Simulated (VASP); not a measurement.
# MgS: single point with PBE

The system is MgS.

```
CELL_PARAMETERS angstrom
0.00000 2.99648 2.56447
2.99648 0.00000 2.56447
2.99648 2.99648 0.00000
ATOMIC_POSITIONS crystal
Mg 0.00000 0.00000 0.00000
S 0.25000 0.25000 0.25000
```

This cell differs from its parent crystal: epitaxial xy strain +5.8%.

- Program: VASP 6.6.1
- Task: single point
- Functional: PBE
- Potentials or basis: VASP PAW PBE potentials, release 64 (Mg, S)
- Cutoff: 520 eV
- k mesh: 8 × 8 × 8
- Occupations: fermi-dirac, width 0.02 eV
- Spin: no spin polarisation

```yaml
Pressure: -0.6 GPa
Band_gap_on_the_k_mesh: 3.09 eV
```

Stress tensor (GPa, compression positive):
```
-1.33  0.00  0.00
 0.00 -1.33  0.00
 0.00  0.00  0.78
```

Levels at points of the mesh, in eV from the valence-band top:
| k point | band 1 | band 2 | band 3 | band 4 | band 5 | band 6 | band 7 | band 8 |
| --- | --- | --- | --- | --- | --- | --- | --- | --- |
| (0.00, 0.00, 0.00) | -11.43 | -0.29 | -0.29 | 0.00 | 3.09 | 7.76 | 7.76 | 7.88 |
| (0.50, 0.00, 0.00) | -10.76 | -3.28 | -0.86 | -0.24 | 4.58 | 6.72 | 8.41 | 8.52 |
| (0.50, 0.50, 0.00) | -10.41 | -2.48 | -1.67 | -1.67 | 3.58 | 4.63 | 11.49 | 11.49 |
| (0.50, 0.00, 0.50) | -10.62 | -3.22 | -0.99 | -0.92 | 3.84 | 5.84 | 10.00 | 10.75 |

Wall time 21 s on 1 thread of Intel(R) Xeon(R) Platinum 8488C (Sapphire Rapids), on a shared host, peak memory 0.19 GiB.

Caveat: the cell differs from its parent crystal (epitaxial xy strain +5.8%). A k mesh can miss the band edges.
